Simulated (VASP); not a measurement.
Write the native input for VASP 6.6.1 that does the following.

* Task: single point
* Functional: PBE
* Potentials or basis: VASP PAW PBE potentials, release 64 (Ni, Si)
* Cutoff: 400 eV
* k mesh: 1 × 1 × 1, shifted
* Occupations: fermi-dirac, width 0.0862 eV
* Spin: no spin polarisation
* Dipole correction: no
* Mended: yes
* Further INCAR settings: LREAL = Auto; ALGO = Normal; EDIFF = 1e-06; NBANDS = 123; ISYM = -1

The structure of Si5Ni19 lies in POSCAR:

```
Si5Ni19
1.0
    6.7405220000     -0.2054610000     -0.1773920000
   -0.2054610000      6.5498610000      0.0568880000
   -0.1773920000      0.0568880000      6.3235750000
Ni Si
19 5
Direct
    0.8362810191      0.0493201904      0.9826104435
    0.6003176127      0.0213563270      0.2237709876
    0.6988432014      0.3335695331      0.3805890006
    0.2672070948      0.5052435459      0.2380403658
    0.1845231222      0.5565758665      0.8659777796
    1.0356734501      0.1490284550      0.3250041715
    0.2049476749      0.8219358213      0.5427220825
    0.5489918561      0.1509819948      0.7154819386
    0.2679203481      0.8759659841      0.1900883556
    0.4618302194      0.8242548751      0.8971178131
    0.5886798472      0.6579994119      0.2012562237
    0.5407224152      0.5204504372      0.6296116431
    0.8565912896      0.3545574036      0.7438368930
   -0.0464268377      0.5815353727      0.5051019188
    0.2375031021      0.1995921044      0.0114801761
    0.7901750313      0.6748559862      0.8500078708
    0.8522639866     -0.0262549479      0.5808126581
    0.3571819291      0.1707082171      0.3839449944
    0.9443202524      0.4448648401      0.1130663252
    0.5693393628      0.3650913802      1.0383075918
    0.5288777225      0.8478783943      0.5023224317
    0.9358536674      0.7883860548      0.2251152628
    0.1027208138      0.9235397581      0.8690950168
    0.1714517674      0.3073552401      0.6366290187
```

These files were run (other wordings do the same):

INCAR

```
PREC = Accurate ; ENCUT = 400
EDIFF = 1E-6 ; ISMEAR = -1
SIGMA = 0.0862 ; LREAL = Auto
LASPH = T ; NELM = 120
ALGO = Normal ; ISIF = 2
LWAVE = F ; LCHARG = F
GGA = PE ; NBANDS = 123
ISYM = -1 ; GGA_COMPAT = F
```

KPOINTS

```
explicit points
1
Reciprocal
  0.25000000   0.25000000   0.25000000 1
```

Potentials or basis: VASP PAW PBE potentials, release 64 (Ni, Si).

Command:

```bash
$ cat potpaw_PBE.64/Ni/POTCAR potpaw_PBE.64/Si/POTCAR > POTCAR
$ mpirun -np 1 vasp_std > vasp.out
```

It gave:

| Property | Result |
| --- | --- |
| Pressure | 0.7 GPa |
| Largest force | 2.280 eV/Å |

Caveat: the atoms stand as in a frame of molecular dynamics.

Run time: 94 s on 1 thread of Intel(R) Xeon(R) 6975P-C (Granite Rapids) (shared host), peak memory 0.29 GiB.
